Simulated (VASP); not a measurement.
Write the native input for VASP 6.6.1 that does the following.

* Task: single point
* Functional: PBE
* Dispersion: D3(BJ)
* Potentials or basis: VASP PAW PBE potentials, release 64 (Si, Ga_d)
* Cutoff: 520 eV
* k mesh: 2 × 2 × 2
* Occupations: gaussian, width 0.02 eV
* Spin: collinear spin, zero start
* Starting moments: [0.0, 0.0, 0.0, 0.0, 0.0, 0.0, 0.0, 0.0, 0.0, 0.0, 0.0, 0.0, 0.0, 0.0, 0.0, 0.0, 0.0] μB
* Dipole correction: no
* Further INCAR settings: LREAL = Auto; ALGO = Normal; EDIFF = 1e-06; NBANDS = 56

The structure of GaSi16 (a cell with a defect) lies in POSCAR:

```
GaSi16
1.0
    0.0000000000      5.4300000000      5.4300000000
    5.4300000000      0.0000000000      5.4300000000
    5.4300000000      5.4300000000      0.0000000000
Si Ga
16 1
Direct
    0.0133805709      0.0126260589     -0.0393628913
    0.1201056169      0.1193374770      0.1179465009
   -0.0001352670     -0.0008908840      0.4903511050
    0.1382166667      0.1374568140      0.5861345304
   -0.0315780847      0.5097677716      0.0112948435
    0.1200979742      0.6418882136      0.1179414365
   -0.0001308471      0.5099481584      0.4903369245
    0.1117781768      0.6280256906      0.6314323204
    0.5105142726     -0.0323258748      0.0113212707
    0.6426338858      0.1193377532      0.1179480663
    0.5106988950     -0.0008926335      0.4903543278
    0.6287870166      0.1109722836      0.6314794659
    0.5105387661      0.5097671271      0.0112976980
    0.6079758748      0.6072121547      0.1768629834
    0.4849227440      0.4841232965      0.5460586556
    0.6287881215      0.6280244015      0.6314374770
    0.3520436464      0.3513171271      0.9446195212
```

The input as run:

INCAR

```
SYSTEM = GaSi16
PREC = Accurate ; ENCUT = 520
EDIFF = 1E-6 ; ISMEAR = 0
SIGMA = 0.02 ; LREAL = Auto
LASPH = .TRUE. ; NELM = 150
ALGO = Normal ; ISIF = 2
LWAVE = .FALSE. ; LCHARG = .TRUE.
ISPIN = 2 ; MAGMOM = 0 0 0 0 0 0 0 0 0 0 0 0 0 0 0 0 0
LORBIT = 11 ; GGA = PE
IVDW = 12 ; LELF = .TRUE.
LVHAR = .TRUE. ; NBANDS = 56
```

KPOINTS

```
Automatic mesh
0
G
  2 2 2
  0 0 0
```

Potentials or basis: VASP PAW PBE potentials, release 64 (Si, Ga_d).

Launch:

```bash
$ cat potpaw_PBE.64/Si/POTCAR potpaw_PBE.64/Ga_d/POTCAR > POTCAR
$ mpirun -np 1 vasp_std > vasp.out
```

Results of the run:

```yaml
Pressure: 2.9 GPa
Largest_force: 0.338 eV/Å
Net_moment: 0.00 μB per cell
Valence_electrons_inside_the_program's_atomic_spheres: Si 1.70, 1.67, 1.68, 1.69, 1.74 (each value once); Ga 11.88
Dispersion_energy_per_atom: -0.331 eV
```

Caveat: the k points lie up to 0.50 Å⁻¹ apart.

It took 2.8 min on 1 thread of Intel(R) Xeon(R) 6975P-C (Granite Rapids) (shared host), peak memory 0.69 GiB.
